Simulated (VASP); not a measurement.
Input of a VASP 6.6.1 run:

The input POSCAR:

```
C
1.0
    0.0000000000      1.7858176506      1.7858176506
    1.7858176506      0.0000000000      1.7858176506
    1.7858176506      1.7858176506      0.0000000000
C
2
Direct
    0.5000000000      0.5000000000      0.5000000000
    0.7500000000      0.7500000000      0.7500000000
```

File INCAR.step1:

```
PREC     = Accurate       # precision mode
ENCUT    = 520            # plane-wave cutoff, eV
EDIFF    = 1E-5           # SCF threshold, eV
ISMEAR   = -1             # smearing method
SIGMA    = 0.1            # smearing width, eV
LREAL    = False          # projectors in reciprocal space
LASPH    = True           # aspherical terms in the spheres
NELM     = 80             # most SCF steps
ALGO     = Normal         # electronic algorithm
ISIF     = 2              # what is computed and relaxed
LWAVE    = True           # write WAVECAR
LCHARG   = False          # write CHGCAR
GGA      = PE             # functional
NBANDS   = 11             # bands
```

INCAR.step2

```
PREC     = Accurate       # precision mode
ENCUT    = 520            # plane-wave cutoff, eV
EDIFF    = 1E-7           # SCF threshold, eV
ISMEAR   = -1             # smearing method
SIGMA    = 0.1            # smearing width, eV
LREAL    = False          # projectors in reciprocal space
LASPH    = True           # aspherical terms in the spheres
NELM     = 80             # most SCF steps
ALGO     = Normal         # electronic algorithm
ISIF     = 2              # what is computed and relaxed
LWAVE    = False          # write WAVECAR
LCHARG   = False          # write CHGCAR
GGA      = PE             # functional
LHFCALC  = True           # exact exchange
HFSCREEN = 0.2079         # screening, 1/A
PRECFOCK = Normal       
ISTART   = 1            
NBANDS   = 11             # bands
```

KPOINTS

```
Automatic mesh
0
Gamma
  8 8 8
```

Potentials or basis: VASP PAW PBE potentials, release 64 (C).

Run with:

```console
$ cat potpaw_PBE.64/C/POTCAR > POTCAR
$ cp INCAR.step1 INCAR
$ mpirun -np 1 vasp_std > vasp.out
$ cp INCAR.step2 INCAR
$ mpirun -np 1 vasp_std > vasp.out
```

Q: Predict the band gap on the k mesh.

A: 5.27 eV (least direct gap 6.96 eV).

Q: Predict the pressure.

A: -9.1 GPa.

Caveat: the cell stands under tension; the PAW data sets were made with another functional, which shifts forces and pressure a little. A k mesh can miss the band edges.
